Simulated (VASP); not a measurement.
# ZnS (Cc) in VASP: a series of runs

The runs below take ZnS through single point, with LDA.

Program: VASP 6.6.1. These are calculated values, not measurements. Logs are shortened: lines on timing, memory, paths and dates and some standing lists are left out, and cuts for length are marked.

### 1 The cell of the first run

It takes space group Cc (No. 9, monoclinic). Conventional cell: a = 3.811 Å, b = 6.601 Å, c = 6.234 Å, α = 90.00°, β = 90.00°, γ = 90.00°. Zn (site symmetry 1) has 3 S at 1.97 to 2.44 Å within 2.6 Å. S (site symmetry 1) has 3 Zn at 1.97 to 2.44 Å within 2.6 Å.

### 2 Single point, LDA (all Zn atoms moved +0.438 Å, as atom 1 along Cartesian [1 0 0])

Input file INCAR:

```
SYSTEM = ZnS
  PREC = Accurate
  ENCUT = 520
  EDIFF = 1E-6
  ISMEAR = 0
  SIGMA = 0.05
  LREAL = .FALSE.
  LASPH = .TRUE.
  NELM = 80
  ALGO = Normal
  ISIF = 2
  LWAVE = .FALSE.
  LCHARG = .FALSE.
  GGA = CA
  NBANDS = 26
```

Input file KPOINTS:

```
Automatic mesh
0
G
  12 12 6
  0 0 0
```

Input file POSCAR:

```
ZnS
1.0
    3.8109987816      0.0000000000      0.0000000000
   -1.9054993908      3.3004217586      0.0000000000
    0.0000000000      0.0000000000      6.2340000000
Zn S
2 2
Direct
    0.4481326353      0.6666666667      0.0000000000
    0.7814659687      0.3333333333      0.5000000000
    0.3333333333      0.6666666667      0.3850000000
    0.6666666667      0.3333333333      0.8850000000
```

Potentials or basis: VASP PAW LDA potentials, release 64 (Zn, S).

The run is started by

```
> cat potpaw_LDA.64/Zn/POTCAR potpaw_LDA.64/S/POTCAR > POTCAR
> mpirun -np 1 vasp_std > vasp.out
```

OUTCAR:

```text
SYSTEM = ZnS
   PREC = Accurate
   ENCUT = 520
   EDIFF = 1E-6
   ISMEAR = 0
   LREAL = .FALSE.
   LASPH = .TRUE.
   NELM = 80
   ISIF = 2
   GGA = CA

 ion  position               nearest neighbor table
   1  0.448  0.667  0.000-   4 1.97   4 2.36   3 2.44   4 2.69
   2  0.781  0.333  0.500-   3 1.97   3 2.36   4 2.44   3 2.69
   3  0.333  0.667  0.385-   2 1.97   2 2.36   1 2.44   2 2.69
   4  0.667  0.333  0.885-   1 1.97   1 2.36   2 2.44   1 2.69

  LATTYP: Found a hexagonal cell.
 ALAT       =     3.8109987816
 C/A-ratio  =     1.6357916539

  Lattice vectors:

 A1 = (   3.8109987816,   0.0000000000,   0.0000000000)
 A2 = (  -1.9054993908,   3.3004217586,   0.0000000000)
 A3 = (   0.0000000000,   0.0000000000,   6.2340000000)

Analysis of symmetry for initial positions (statically):
=====================================================================
 Subroutine PRICEL returns:
 Original cell was already a primitive cell.

 Routine SETGRP: Setting up the symmetry group for a
 hexagonal supercell.

 Subroutine GETGRP returns: Found  2 space group operations
 (whereof  1 operations were pure point group operations)
 out of a pool of 24 trial point group operations.

The static configuration has the point symmetry C_1 .
 The point group associated with its full space group is C_1h.

Analysis of symmetry for dynamics (positions and initial velocities):
=====================================================================
 Subroutine PRICEL returns:
 Original cell was already a primitive cell.

 Routine SETGRP: Setting up the symmetry group for a
 hexagonal supercell.

 Subroutine GETGRP returns: Found  2 space group operations
 (whereof  1 operations were pure point group operations)
 out of a pool of 24 trial point group operations.

The dynamic configuration has the point symmetry C_1 .
 The point group associated with its full space group is C_1h.

 Subroutine INISYM returns: Found  2 space group operations
 (whereof  1 operations are pure point group operations),
 and found     1 'primitive' translations

----------------------------------------------------------------------------------------

                                     Primitive cell

  volume of cell :      78.4106

  direct lattice vectors                    reciprocal lattice vectors
     3.810998782  0.000000000  0.000000000     0.262398405  0.151495789  0.000000000
    -1.905499391  3.300421759  0.000000000     0.000000000  0.302991579  0.000000000
     0.000000000  0.000000000  6.234000000     0.000000000  0.000000000  0.160410651

  length of vectors
     3.810998782  3.810998782  6.234000000     0.302991579  0.302991579  0.160410651

  position of ions in fractional coordinates (direct lattice)
     0.448132635  0.666666667  0.000000000
     0.781465969  0.333333333  0.500000000
     0.333333333  0.666666667  0.385000000
     0.666666667  0.333333333  0.885000000

  ion indices of the primitive-cell ions
   primitive index   ion index
                 1           1
                 2           2
                 3           3
                 4           4

----------------------------------------------------------------------------------------

 KPOINTS: Automatic mesh

Automatic generation of k-mesh.
 Grid dimensions read from file:
 generate k-points for:   12   12    6

 Generating k-lattice:

  Cartesian coordinates                     Fractional coordinates (reciprocal lattice)
     0.021866534  0.012624649  0.000000000     0.083333333  0.000000000  0.000000000
     0.000000000  0.025249298  0.000000000     0.000000000  0.083333333  0.000000000
     0.000000000  0.000000000  0.026735109     0.000000000  0.000000000  0.166666667

  Length of vectors
     0.025249298  0.025249298  0.026735109

  Shift w.r.t. Gamma in fractional coordinates (k-lattice)
     0.000000000  0.000000000  0.000000000

 Subroutine IBZKPT returns following result:
 ===========================================

 Found    242 irreducible k-points:

 Following reciprocal coordinates:
            Coordinates               Weight
  0.000000  0.000000  0.000000      1.000000
  0.083333  0.000000  0.000000      4.000000
  0.000000  0.083333  0.000000      2.000000
  0.166667  0.000000  0.000000      4.000000
  0.000000  0.166667  0.000000      2.000000
  0.250000 -0.000000  0.000000      4.000000
[... 16 lines left out ...]
 -0.083333  0.416667  0.000000      4.000000
 -0.416667  0.333333  0.000000      4.000000
 [... further k-points ...]
   k-points           NKPTS =    242   k-points in BZ     NKDIM =    242   number of bands    NBANDS=     26
   number of dos      NEDOS =    301   number of ions     NIONS =      4
   total plane-waves  NPLWV =  37632
   dimension x,y,z NGX =    28 NGY =   28 NGZ =   48
   dimension x,y,z NGXF=    56 NGYF=   56 NGZF=   96
   ions per type =               2   2
   NGX,Y,Z   is equivalent  to a cutoff of  12.21, 12.21, 12.80 a.u.
   NGXF,Y,Z  is equivalent  to a cutoff of  24.43, 24.43, 25.60 a.u.
 SYSTEM =  ZnS
   PREC   = accura    normal or accurate (medium, high low for compatibility)
   ISTART =      0    job   : 0-new  1-cont  2-samecut
   ICHARG =      2    charge: 1-file 2-atom 10-const
   ISPIN  =      1    spin polarized calculation?
   LNONCOLLINEAR =      F non collinear calculations
   LSORBIT =      F    spin-orbit coupling
   LASPH  =      T    aspherical Exc in radial PAW
   ENCUT  =  520.0 eV  38.22 Ry    6.18 a.u.   7.09  7.09 11.59*2*pi/ulx,y,z
   NELM   =     80;   NELMIN=  2; NELMDL= -5     # of ELM steps
   EDIFF  = 0.1E-05   stopping-criterion for ELM
   LREAL  =      F    real-space projection
   EDIFFG = 0.1E-04   stopping-criterion for IOM
   NSW    =      0    number of steps for IOM
   IBRION =     -1    ionic relax: 0-MD 1-quasi-New 2-CG
   NFREE  =      0    steps in history (QN), initial steepest desc. (CG)
   ISIF   =      2    stress and relaxation
   ISYM   =      2    0-nonsym 1-usesym 2-fastsym
   POTIM  = 0.5000    time-step for ionic-motion
   TEBEG  =    0.0;   TEEND  =   0.0 temperature during run
   PSTRESS=    0.0 pullay stress
   NELECT =      36.0000    total number of electrons
   NUPDOWN=      -1.0000    fix difference up-down
   EMIN   =  10.00;   EMAX   =-10.00  energy-range for DOS
   EFERMI =   0.00;   METHOD = LEGACY
   ISMEAR =     0;   SIGMA  =   0.05  broadening in eV -4-tet -1-fermi 0-gaus
   EFERMI_NEDOS =   21; number of points for ismear=-14 and -15
   IALGO  =     38    algorithm
   IMIX   =      4    mixing-type and parameters
     AMIX     =   0.40;   BMIX     =  1.00
     AMIX_MAG =   1.60;   BMIX_MAG =  1.00
  volume/ion in A,a.u.               =      19.60       132.29
  Fermi-wavevector in a.u.,A,eV,Ry     =   1.262944  2.386617 21.701656  1.595027
  Thomas-Fermi vector in A             =   2.396326
   LORBIT       =      0    0 simple, 1 ext, 2 COOP (PROOUT), +10 PAW based schemes
   GGA     = CA    functional components
   LHFCALC =     F    Hartree Fock is set to
   AEXX    =    0.0000 exact exchange contribution
   IVDW    =     0    specifies the selected vdW correction
   LEPSILON=     F    determine dielectric tensor
   LRPA    =     F    only Hartree local field effects (RPA)
 non-spin polarized calculation
 Gauss-broadening in eV      SIGMA  =   0.05
  energy-cutoff  :      520.00
  volume of cell :       78.41
 maximum number of plane-waves:      2133
   NGX = 15   NGY = 15   NGZ = 23

 number of electron      35.9999989 magnetization

 Free energy of the ion-electron system (eV)
  ---------------------------------------------------
  ext. energy  EPLUGINS =         0.00000000
  ---------------------------------------------------
  free energy    TOTEN  =       -14.89973259 eV

  energy without entropy =      -14.89973259  energy(sigma->0) =      -14.89973259

 E-fermi :   2.3153     XC(G=0): -10.0499

 val. band max:        2.0984677093   @ k =   0.0000   0.0000   0.0000
 cond. band min:       4.0596563443   @ k =   0.0000   0.0000   0.0000
 fundamental gap:      1.9611886350
 Fermi energy:         2.3152563220

 k-point     1 :       0.0000    0.0000    0.0000
  band No.  band energies     occupation
      1     -11.3997      2.00000
      2     -10.5055      2.00000
      3      -5.1325      2.00000
      4      -5.1241      2.00000
      5      -4.9124      2.00000
      6      -4.7679      2.00000
[... 18 lines left out ...]
     25      10.2233      0.00000
     26      10.8574      0.00000

 k-point     2 :       0.0833    0.0000    0.0000
  band No.  band energies     occupation
      1     -11.3527      2.00000
      2     -10.4787      2.00000
      3      -5.1372      2.00000
      4      -5.1215      2.00000
      5      -4.9033      2.00000
      6      -4.7559      2.00000
[... 18 lines left out ...]
     25      10.2997      0.00000
     26      10.5668      0.00000

 k-point     3 :       0.0000    0.0833    0.0000
  band No.  band energies     occupation
      1     -11.3514      2.00000
      2     -10.4752      2.00000
      3      -5.1396      2.00000
      4      -5.1250      2.00000
      5      -4.8927      2.00000
      6      -4.7572      2.00000
[... 18 lines left out ...]
     25      10.3753      0.00000
     26      10.6124      0.00000

 k-point     4 :       0.1667    0.0000    0.0000
  band No.  band energies     occupation
      1     -11.2181      2.00000
      2     -10.4059      2.00000
      3      -5.1471      2.00000
      4      -5.1062      2.00000
      5      -4.8874      2.00000
      6      -4.7216      2.00000
[... 18 lines left out ...]
     25      10.0284      0.00000
     26      10.7275      0.00000
[... 496 lines left out ...]
      1     -10.6548      2.00000
      2     -10.1785      2.00000
      3      -5.0665      2.00000
      4      -5.0423      2.00000
      5      -4.8399      2.00000
      6      -4.6621      2.00000
[... 18 lines left out ...]
     25      10.8464      0.00000
     26      12.0294      0.00000

 k-point    23 :      -0.0833    0.4167    0.0000
  band No.  band energies     occupation
      1     -10.6372      2.00000
      2     -10.1346      2.00000
      3      -5.1226      2.00000
      4      -5.0522      2.00000
      5      -4.7792      2.00000
      6      -4.7271      2.00000
[... 18 lines left out ...]
     25      10.6864      0.00000
     26      11.8030      0.00000

 k-point    24 :      -0.4167    0.3333    0.0000
  band No.  band energies     occupation
      1     -10.6530      2.00000
      2     -10.1982      2.00000
      3      -5.0853      2.00000
      4      -5.0465      2.00000
      5      -4.8435      2.00000
      6      -4.6476      2.00000
[... 18 lines left out ...]
     25      10.8558      0.00000
     26      11.4960      0.00000

 [... further k-points ...]
[... 5 lines left out ...]
  --------------------------------------------------------------------------------------
  -------------------------------------------------------------------------------------
  Total        5.5403134      1.8676960     -0.9951316      0.0000000      0.0000000     -4.0790201
  in kB      113.2061096     38.1629315    -20.3336831      0.0000000      0.0000000    -83.3472703
  external PRESSURE =      43.6784526 kB  Pullay stress =       0.0000000 kB

 VOLUME and BASIS-vectors are now :
 -----------------------------------------------------------------------------
  energy-cutoff  :      520.00
  volume of cell :       78.41
      direct lattice vectors                 reciprocal lattice vectors
     3.810998782  0.000000000  0.000000000     0.262398405  0.151495789  0.000000000
    -1.905499391  3.300421759  0.000000000     0.000000000  0.302991579  0.000000000
     0.000000000  0.000000000  6.234000000     0.000000000  0.000000000  0.160410651

 POSITION                                       TOTAL-FORCE (eV/Angst)
 -----------------------------------------------------------------------------------
      0.43750      2.20028      0.00000        -3.716359      2.182830      1.668241
      2.34300      1.10014      3.11700        -3.716359     -2.182830      1.668241
     -0.00000      2.20028      2.40009         3.716359      2.297487     -1.668241
      1.90550      1.10014      5.51709         3.716359     -2.297487     -1.668241
 -----------------------------------------------------------------------------------
    total drift:                               -0.000386     -0.000003      0.000507

  FREE ENERGIE OF THE ION-ELECTRON SYSTEM (eV)
  ---------------------------------------------------
  free  energy   TOTEN  =       -14.8997325862 eV

  energy  without entropy=      -14.8997325862  energy(sigma->0) =      -14.89973259
```

It took 4.8 min on 1 thread of Intel Xeon Platinum 8375C at 2.90GHz (Ice Lake), shared host; peak memory 0.47 GiB.

Results:

- Free energy: -14.8997 eV
- Pressure: 4.4 GPa
- Largest force: 4.677 eV/Å
- Band gap on the k mesh: 1.96 eV, direct

Forces in eV/Å, atoms in the order of the input:
```
Zn  -3.716  2.183  1.668
Zn  -3.716 -2.183  1.668
S    3.716  2.297 -1.668
S    3.716 -2.297 -1.668
```

Caveat: the cell differs from its parent crystal (all Zn atoms moved +0.438 Å, as atom 1 along Cartesian [1 0 0]); forces of over 1 eV/Å act on the atoms, so gaps and moduli don't describe the material at rest. A k mesh can miss the band edges.

(Part 1 of 2 ends here.)
